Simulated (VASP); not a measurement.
# AlNi (WC type) (P-6m2) in VASP: a series of runs

The runs below take AlNi (WC type) through single point, relaxation of cell and atoms, with PBE.

Everything below comes from runs of VASP 6.6.1. Logs are shortened: lines on timing, memory, paths and dates and some standing lists are left out, and cuts for length are marked.

## (1) The cell of the first run

The structure is hexagonal, space group P-6m2 (No. 187). Conventional cell: a = 2.693 Å, b = 2.693 Å, c = 3.768 Å, α = 90.00°, β = 90.00°, γ = 120.00°. Ni (site symmetry -6m2) has 6 Al at 2.44 Å and 6 Ni at 2.69 Å within 3.2 Å. Al (site symmetry -6m2) has 6 Ni at 2.44 Å and 6 Al at 2.69 Å within 3.2 Å.

## (2) Single point, PBE

INCAR

```
SYSTEM = AlNi
ALGO     = Normal         ! electronic algorithm
EDIFF    = 1E-6           ! SCF threshold, eV
ENCUT    = 520            ! plane-wave cutoff, eV
GGA      = PE             ! functional
ISIF     = 2              ! what is computed and relaxed
ISMEAR   = -1             ! smearing method
LASPH    = .True.         ! aspherical terms in the spheres
LCHARG   = .False.        ! write CHGCAR
LREAL    = .False.        ! projectors in reciprocal space
LWAVE    = .False.        ! write WAVECAR
NBANDS   = 14             ! bands
NELM     = 60             ! most SCF steps
PREC     = Accurate       ! precision mode
SIGMA    = 0.08           ! smearing width, eV
```

KPOINTS

```
k-points
0
Gamma
  15 15 13
  0 0 0
```

POSCAR

```
AlNi
1.0
    2.6929117268      0.0000000000      0.0000000000
   -1.3464558634      2.3321299656      0.0000000000
    0.0000000000      0.0000000000      3.7683695328
Ni Al
1 1
Direct
    0.0000000000      0.0000000000      0.0000000000
    0.3333333333      0.6666666667      0.5000000000
```

Potentials or basis: VASP PAW PBE potentials, release 64 (Ni, Al).

On the command line:

```console
> cat potpaw_PBE.64/Ni/POTCAR potpaw_PBE.64/Al/POTCAR > POTCAR
> mpirun -np 1 vasp_std > vasp.out
```

OUTCAR:

```text
SYSTEM = AlNi
   EDIFF = 1E-6
   ENCUT = 520
   GGA = PE
   ISIF = 2
   ISMEAR = -1
   LASPH = .True.
   LREAL = .False.
   NELM = 60
   PREC = Accurate

 ion  position               nearest neighbor table
   1  0.000  0.000  0.000-   2 2.44   2 2.44   2 2.44   2 2.44   2 2.44   2 2.44
   2  0.333  0.667  0.500-   1 2.44   1 2.44   1 2.44   1 2.44   1 2.44   1 2.44

  LATTYP: Found a hexagonal cell.
 ALAT       =     2.6929117268
 C/A-ratio  =     1.3993661565

  Lattice vectors:

 A1 = (   2.6929117268,   0.0000000000,   0.0000000000)
 A2 = (  -1.3464558634,   2.3321299656,   0.0000000000)
 A3 = (   0.0000000000,   0.0000000000,   3.7683695328)

Analysis of symmetry for initial positions (statically):
=====================================================================
 Subroutine PRICEL returns:
 Original cell was already a primitive cell.

 Routine SETGRP: Setting up the symmetry group for a
 hexagonal supercell.

 Subroutine GETGRP returns: Found 12 space group operations
 (whereof 12 operations were pure point group operations)
 out of a pool of 24 trial point group operations.

The static configuration has the point symmetry D_3h.

Analysis of symmetry for dynamics (positions and initial velocities):
=====================================================================
 Subroutine PRICEL returns:
 Original cell was already a primitive cell.

 Routine SETGRP: Setting up the symmetry group for a
 hexagonal supercell.

 Subroutine GETGRP returns: Found 12 space group operations
 (whereof 12 operations were pure point group operations)
 out of a pool of 24 trial point group operations.

The dynamic configuration has the point symmetry D_3h.

 Subroutine INISYM returns: Found 12 space group operations
 (whereof 12 operations are pure point group operations),
 and found     1 'primitive' translations

----------------------------------------------------------------------------------------

                                     Primitive cell

  volume of cell :      23.6662

  direct lattice vectors                    reciprocal lattice vectors
     2.692911727  0.000000000  0.000000000     0.371345258  0.214396285  0.000000000
    -1.346455863  2.332129966  0.000000000     0.000000000  0.428792569  0.000000000
     0.000000000  0.000000000  3.768369533     0.000000000  0.000000000  0.265366756

  length of vectors
     2.692911727  2.692911727  3.768369533     0.428792569  0.428792569  0.265366756

  position of ions in fractional coordinates (direct lattice)
     0.000000000  0.000000000  0.000000000
     0.333333333  0.666666667  0.500000000

  ion indices of the primitive-cell ions
   primitive index   ion index
                 1           1
                 2           2

----------------------------------------------------------------------------------------

 KPOINTS: k-points

Automatic generation of k-mesh.
 Grid dimensions read from file:
 generate k-points for:   15   15   13

 Generating k-lattice:

  Cartesian coordinates                     Fractional coordinates (reciprocal lattice)
     0.024756351  0.014293086  0.000000000     0.066666667  0.000000000  0.000000000
     0.000000000  0.028586171  0.000000000     0.000000000  0.066666667  0.000000000
     0.000000000  0.000000000  0.020412827     0.000000000  0.000000000  0.076923077

  Length of vectors
     0.028586171  0.028586171  0.020412827

  Shift w.r.t. Gamma in fractional coordinates (k-lattice)
     0.000000000  0.000000000  0.000000000

 Subroutine IBZKPT returns following result:
 ===========================================

 Found    189 irreducible k-points:

 Following reciprocal coordinates:
            Coordinates               Weight
  0.000000  0.000000  0.000000      1.000000
  0.066667 -0.000000  0.000000      6.000000
  0.133333 -0.000000  0.000000      6.000000
  0.200000  0.000000  0.000000      6.000000
  0.266667 -0.000000  0.000000      6.000000
  0.333333 -0.000000  0.000000      6.000000
[... 16 lines left out ...]
  0.333333  0.200000  0.000000     12.000000
  0.400000  0.200000  0.000000      6.000000
 [... further k-points ...]
   k-points           NKPTS =    189   k-points in BZ     NKDIM =    189   number of bands    NBANDS=     14
   number of dos      NEDOS =    301   number of ions     NIONS =      2
   total plane-waves  NPLWV =  11200
   dimension x,y,z NGX =    20 NGY =   20 NGZ =   28
   dimension x,y,z NGXF=    40 NGYF=   40 NGZF=   56
   ions per type =               1   1
   NGX,Y,Z   is equivalent  to a cutoff of  12.35, 12.35, 12.35 a.u.
   NGXF,Y,Z  is equivalent  to a cutoff of  24.69, 24.69, 24.71 a.u.
 SYSTEM =  AlNi
   PREC   = accura    normal or accurate (medium, high low for compatibility)
   ISTART =      0    job   : 0-new  1-cont  2-samecut
   ICHARG =      2    charge: 1-file 2-atom 10-const
   ISPIN  =      1    spin polarized calculation?
   LNONCOLLINEAR =      F non collinear calculations
   LSORBIT =      F    spin-orbit coupling
   LASPH  =      T    aspherical Exc in radial PAW
   ENCUT  =  520.0 eV  38.22 Ry    6.18 a.u.   5.01  5.01  7.01*2*pi/ulx,y,z
   NELM   =     60;   NELMIN=  2; NELMDL= -5     # of ELM steps
   EDIFF  = 0.1E-05   stopping-criterion for ELM
   LREAL  =      F    real-space projection
   EDIFFG = 0.1E-04   stopping-criterion for IOM
   NSW    =      0    number of steps for IOM
   IBRION =     -1    ionic relax: 0-MD 1-quasi-New 2-CG
   NFREE  =      0    steps in history (QN), initial steepest desc. (CG)
   ISIF   =      2    stress and relaxation
   ISYM   =      2    0-nonsym 1-usesym 2-fastsym
   POTIM  = 0.5000    time-step for ionic-motion
   TEBEG  =    0.0;   TEEND  =   0.0 temperature during run
   PSTRESS=    0.0 pullay stress
   NELECT =      13.0000    total number of electrons
   NUPDOWN=      -1.0000    fix difference up-down
   EMIN   =  10.00;   EMAX   =-10.00  energy-range for DOS
   EFERMI =   0.00;   METHOD = LEGACY
   ISMEAR =    -1;   SIGMA  =   0.08  broadening in eV -4-tet -1-fermi 0-gaus
   EFERMI_NEDOS =   21; number of points for ismear=-14 and -15
   IALGO  =     38    algorithm
   IMIX   =      4    mixing-type and parameters
     AMIX     =   0.40;   BMIX     =  1.00
     AMIX_MAG =   1.60;   BMIX_MAG =  1.00
  volume/ion in A,a.u.               =      11.83        79.85
  Fermi-wavevector in a.u.,A,eV,Ry     =   1.340746  2.533642 24.457829  1.797600
  Thomas-Fermi vector in A             =   2.469034
   LORBIT       =      0    0 simple, 1 ext, 2 COOP (PROOUT), +10 PAW based schemes
   GGA     = PE    functional components
   LHFCALC =     F    Hartree Fock is set to
   AEXX    =    0.0000 exact exchange contribution
   IVDW    =     0    specifies the selected vdW correction
   LEPSILON=     F    determine dielectric tensor
   LRPA    =     F    only Hartree local field effects (RPA)
 non-spin polarized calculation
  energy-cutoff  :      520.00
  volume of cell :       23.67
 maximum number of plane-waves:       660
 NGX is ok and might be reduce to    20

 number of electron      12.9999993 magnetization

 Free energy of the ion-electron system (eV)
  ---------------------------------------------------
  ext. energy  EPLUGINS =         0.00000000
  ---------------------------------------------------
  free energy    TOTEN  =       -10.12231296 eV

  energy without entropy =      -10.10609729  energy(sigma->0) =      -10.11420513

 E-fermi :  10.0425     XC(G=0): -12.0921

 val. band max:       10.0362362111   @ k =   0.1333   0.0667   0.0769
 cond. band min:      10.0729157070   @ k =   0.3333   0.0667   0.2308
 fundamental gap:      0.0366794958
 Fermi energy:        10.0425133482

 k-point     1 :       0.0000    0.0000    0.0000
  band No.  band energies     occupation
      1      -1.2114      2.00000
      2       6.1728      2.00000
      3       8.1668      2.00000
      4       8.1668      2.00000
      5       8.4475      2.00000
      6       8.6011      2.00000
      7       8.6011      2.00000
      8      13.1100      0.00000
      9      23.2144      0.00000
     10      23.2144      0.00000
     11      25.2579      0.00000
     12      25.2579      0.00000
     13      26.8123      0.00000
     14      29.1434      0.00000

 k-point     2 :       0.0667   -0.0000    0.0000
  band No.  band energies     occupation
      1      -1.0888      2.00000
      2       6.2391      2.00000
      3       8.0094      2.00000
      4       8.1203      2.00000
      5       8.2154      2.00000
      6       8.5874      2.00000
      7       9.1395      1.99997
      8      13.1554      0.00000
      9      21.6804      0.00000
     10      22.4877      0.00000
     11      24.7772      0.00000
     12      26.1585      0.00000
     13      28.0876      0.00000
     14      29.6372      0.00000

 k-point     3 :       0.1333   -0.0000    0.0000
  band No.  band energies     occupation
      1      -0.7232      2.00000
      2       6.4214      2.00000
      3       7.5967      2.00000
      4       7.9927      2.00000
      5       8.3559      2.00000
      6       8.5489      2.00000
      7       9.8515      1.83169
      8      13.2927      0.00000
      9      19.2004      0.00000
     10      21.3673      0.00000
     11      23.9154      0.00000
     12      27.5779      0.00000
     13      27.7946      0.00000
     14      29.4561      0.00000
[... 324 lines left out ...]
 k-point    23 :       0.3333    0.2000    0.0000
  band No.  band energies     occupation
      1       4.1965      2.00000
      2       6.5792      2.00000
      3       6.9197      2.00000
      4       7.0523      2.00000
      5       7.8716      2.00000
      6       9.5528      1.99562
      7      10.8471      0.00009
      8      13.0071      0.00000
      9      15.1826      0.00000
     10      17.6181      0.00000
     11      19.3111      0.00000
     12      21.6819      0.00000
     13      22.3899      0.00000
     14      25.0865      0.00000

 k-point    24 :       0.4000    0.2000    0.0000
  band No.  band energies     occupation
      1       5.0105      2.00000
      2       6.0365      2.00000
      3       6.9286      2.00000
      4       6.9768      2.00000
      5       7.8230      2.00000
      6       9.6091      1.99117
      7      10.4908      0.00734
      8      12.9028      0.00000
      9      15.8410      0.00000
     10      18.2708      0.00000
     11      18.5029      0.00000
     12      20.7615      0.00000
     13      22.2623      0.00000
     14      24.9614      0.00000

 [... further k-points ...]
[... 5 lines left out ...]
  --------------------------------------------------------------------------------------
  -------------------------------------------------------------------------------------
  Total        1.4841921      1.4841921      1.4599817      0.0000000      0.0000000      0.0000000
  in kB      100.4783181    100.4783181     98.8392967      0.0000000      0.0000000      0.0000000
  external PRESSURE =      99.9319776 kB  Pullay stress =       0.0000000 kB

 VOLUME and BASIS-vectors are now :
 -----------------------------------------------------------------------------
  energy-cutoff  :      520.00
  volume of cell :       23.67
      direct lattice vectors                 reciprocal lattice vectors
     2.692911727  0.000000000  0.000000000     0.371345258  0.214396285  0.000000000
    -1.346455863  2.332129966  0.000000000     0.000000000  0.428792569  0.000000000
     0.000000000  0.000000000  3.768369533     0.000000000  0.000000000  0.265366756

 POSITION                                       TOTAL-FORCE (eV/Angst)
 -----------------------------------------------------------------------------------
      0.00000      0.00000      0.00000        -0.000000      0.000000      0.000000
     -0.00000      1.55475      1.88418         0.000000     -0.000000      0.000000
 -----------------------------------------------------------------------------------
    total drift:                                0.000000     -0.000000      0.000000

  FREE ENERGIE OF THE ION-ELECTRON SYSTEM (eV)
  ---------------------------------------------------
  free  energy   TOTEN  =       -10.1223129596 eV

  energy  without entropy=      -10.1060972942  energy(sigma->0) =      -10.11420513
```

Wall time 33 s (1 thread of Intel Xeon 6975P-C, shared host); peak memory 0.18 GiB.

What came out:

```yaml
Free_energy: -10.1223 eV
Pressure: 10.0 GPa
```

## (3) Single point, PBE

INCAR

```
PREC = Accurate
ENCUT = 520
EDIFF = 1E-6
ISMEAR = -1
SIGMA = 0.08
LREAL = False
LASPH = True
NELM = 80
ALGO = Normal
ISIF = 2
LWAVE = False
LCHARG = True
GGA = PE
LELF = True
LVHAR = True
NBANDS = 14
```

KPOINTS

```
regular mesh
0
Gamma
  15 15 13
```

POSCAR is that of step 2.

Potentials or basis: VASP PAW PBE potentials, release 64 (Ni, Al).

On the command line:

```console
> cat potpaw_PBE.64/Ni/POTCAR potpaw_PBE.64/Al/POTCAR > POTCAR
> mpirun -np 1 vasp_std > vasp.out
```

It took 31 s on 1 thread of Intel Xeon 6975P-C, shared host; peak memory 0.18 GiB.

The run converged. Its results:

```
Free energy : -10.1223 eV
Pressure    : 10.0 GPa
```

Stress tensor (GPa, compression positive):
```
10.05  0.00  0.00
 0.00 10.05  0.00
 0.00  0.00  9.88
```

Levels at points of the mesh, in eV from the Fermi level:
```csv
k point,band 3,band 4,band 5,band 6,band 7,band 8,band 9,band 10,band 11,band 12
"(0.00, 0.00, 0.00)",-1.88,-1.88,-1.60,-1.44,-1.44,3.07,13.17,13.17,15.22,15.22
```

Spin polarisation is off, so any magnetic state and its effect on volume and gap are missing.

## (4) Relaxation of cell and atoms, PBE

This run uses another cell than the first one, of 13.93 Å³/atom, 1.177 times its volume.

INCAR

```
PREC     = Accurate       # precision mode
ENCUT    = 600            # plane-wave cutoff, eV
EDIFF    = 1E-6           # SCF threshold, eV
ISMEAR   = -1             # smearing method
SIGMA    = 0.08           # smearing width, eV
LREAL    = False          # projectors in reciprocal space
LASPH    = True           # aspherical terms in the spheres
NELM     = 80             # most SCF steps
ALGO     = Normal         # electronic algorithm
ISIF     = 3              # what is computed and relaxed
LWAVE    = False          # write WAVECAR
LCHARG   = False          # write CHGCAR
GGA      = PE             # functional
IBRION   = 2              # ionic algorithm
NSW      = 60             # ionic steps
EDIFFG   = -0.005         # ionic threshold
```

KPOINTS is that of step 3.

POSCAR

```
AlNi
1.0
    3.2016262683      0.0000000000      0.0000000000
   -1.6008131342      2.7726896818      0.0000000000
    0.0000000000      0.0000000000      3.1375937430
Ni Al
1 1
Direct
    0.0000000000      0.0000000000      0.0000000000
    0.3333333333      0.6666666667      0.5000000000
```

On the command line:

```console
> cat potpaw_PBE.64/Ni/POTCAR potpaw_PBE.64/Al/POTCAR > POTCAR
> mpirun -np 1 vasp_std > vasp.out
```

It took 9 min on 1 thread of Intel Xeon Platinum 8375C at 2.90GHz (Ice Lake), shared host; peak memory 0.24 GiB.

The run converged. Its results:

| Property | Result |
| --- | --- |
| Free energy | -10.1675 eV |
| Relaxed volume | 12.60 Å³/atom |
| Relaxed cell | a = 2.761 Å, b = 2.761 Å, c = 3.815 Å, α = 90.00°, β = 90.00°, γ = 120.00° |
| Space group after relaxing (to 0.05 Å) | P-6m2 (No. 187) |
| Energy gained by relaxing | 162.3 meV/atom |
| Ionic steps | 22 |
| Pressure after relaxing | 0.0 GPa |

Step by step:
```tsv
step	energy change (eV)	largest force (eV/Å)	pressure (GPa)	volume (Å³)
1	0.0000	0.0000	-1.85	27.85
2	-0.0101	0.0000	0.67	27.21
3	-0.0125	0.0000	2.34	26.81
4	-0.0182	0.0000	2.39	26.72
5	-0.0381	0.0000	2.93	26.46
6	-0.0923	0.0000	3.93	25.89
7	-0.2226	0.0000	7.12	24.61
8	0.1294	0.0000	30.28	21.56
9	-0.2599	0.0000	9.42	24.01
10	-0.2381	0.0000	14.54	23.13
11	-0.2626	0.0000	11.80	23.56
12	-0.2695	0.0000	11.33	23.57
13	-0.2750	0.0000	10.41	23.60
14	-0.2827	0.0000	9.52	23.72
15	-0.3017	0.0000	6.79	24.09
16	-0.3223	0.0000	2.09	24.83
17	-0.3246	0.0000	0.12	25.16
18	-0.3246	0.0000	0.03	25.19
19	-0.3246	0.0000	-0.38	25.19
20	-0.3246	0.0000	-0.03	25.19
21	-0.3246	0.0000	-0.08	25.20
22	-0.3246	0.0000	-0.05	25.20
```

Final structure:
```cif
data_structure
_symmetry_space_group_name_H-M 'P 1'
_symmetry_Int_Tables_number 1
_cell_length_a 2.7615
_cell_length_b 2.7615
_cell_length_c 3.8153
_cell_angle_alpha 90.000
_cell_angle_beta 90.000
_cell_angle_gamma 120.000
_cell_volume 25.20
loop_
_atom_site_label
_atom_site_type_symbol
_atom_site_fract_x
_atom_site_fract_y
_atom_site_fract_z
_atom_site_occupancy
Ni1 Ni 0.00000 0.00000 0.00000 1
Al1 Al 0.33333 0.66667 0.50000 1
```

Levels at points of the mesh, in eV from the Fermi level:
```
           k point  band 4  band 5  band 6  band 7  band 8  band 9  band 10
(0.00, 0.00, 0.00)   -1.74   -1.37   -1.37   -1.36    3.04   12.60    12.60
```
